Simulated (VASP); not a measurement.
Write the native input for VASP 6.6.1 that does the following.

- Task: relaxation of cell and atoms
- Functional: PBE
- Potentials or basis: VASP PAW PBE potentials, release 64 (Be, S)
- Cutoff: 600 eV
- k mesh: 10 × 10 × 10
- Occupations: gaussian, width 0.1 eV
- Spin: no spin polarisation
- Dipole correction: no
- Further INCAR settings: ALGO = Normal; EDIFF = 1e-06; IBRION = 2; EDIFFG = -0.01; NSW = 100; ISIF = 3

The structure of BeS5 lies in POSCAR:

```
BeS5
1.0
    0.0000000000      3.6938626861      3.6938626861
    3.6938626861      0.0000000000      3.6938626861
    3.6938626861      3.6938626861      0.0000000000
Be S
1 5
Direct
    0.0000000000      0.0000000000      0.0000000000
    0.6248789193      0.6248789193      0.6248789193
    0.1253632420      0.6248789193      0.6248789193
    0.6248789193      0.6248789193      0.1253632420
    0.6248789193      0.1253632420      0.6248789193
    0.2500000000      0.2500000000      0.2500000000
```

The cell was built from a structure type or drawn by symmetry, and may not be a known phase.

One way to write it, as run:

INCAR

```
PREC     = Accurate       # precision mode
ENCUT    = 600            # plane-wave cutoff, eV
EDIFF    = 1E-6           # SCF threshold, eV
ISMEAR   = 0              # smearing method
SIGMA    = 0.1            # smearing width, eV
LREAL    = F              # projectors in reciprocal space
LASPH    = T              # aspherical terms in the spheres
NELM     = 80             # most SCF steps
ALGO     = Normal         # electronic algorithm
ISIF     = 3              # what is computed and relaxed
LWAVE    = F              # write WAVECAR
LCHARG   = F              # write CHGCAR
GGA      = PE             # functional
IBRION   = 2              # ionic algorithm
NSW      = 100            # ionic steps
EDIFFG   = -0.01          # ionic threshold
```

KPOINTS

```
Automatic mesh
0
Gamma
  10 10 10
```

Potentials or basis: VASP PAW PBE potentials, release 64 (Be, S).

The run is started by

```sh
$ cat potpaw_PBE.64/Be/POTCAR potpaw_PBE.64/S/POTCAR > POTCAR
$ mpirun -np 1 vasp_std > vasp.out
```

Results of the run:

```yaml
Relaxed_volume: 16.26 Å³/atom
Relaxed_cell: a = 5.168 Å, b = 5.168 Å, c = 5.168 Å, α = 60.00°, β = 60.00°, γ = 60.00°
Space_group_after_relaxing_to_0.1_Å: F-43m (No. 216)
Energy_gained_by_relaxing: 3.7 meV/atom
Ionic_steps: 7
Pressure_after_relaxing: 0.0 GPa
Largest_force_after_relaxing: 0.008 eV/Å
Band_gap_on_the_k_mesh: zero (bands 16 and 17 overlap by 1.90 eV)
```

Run time: 11 min on 1 thread of Intel Xeon 8259CL, on a shared host, peak memory 0.32 GiB.
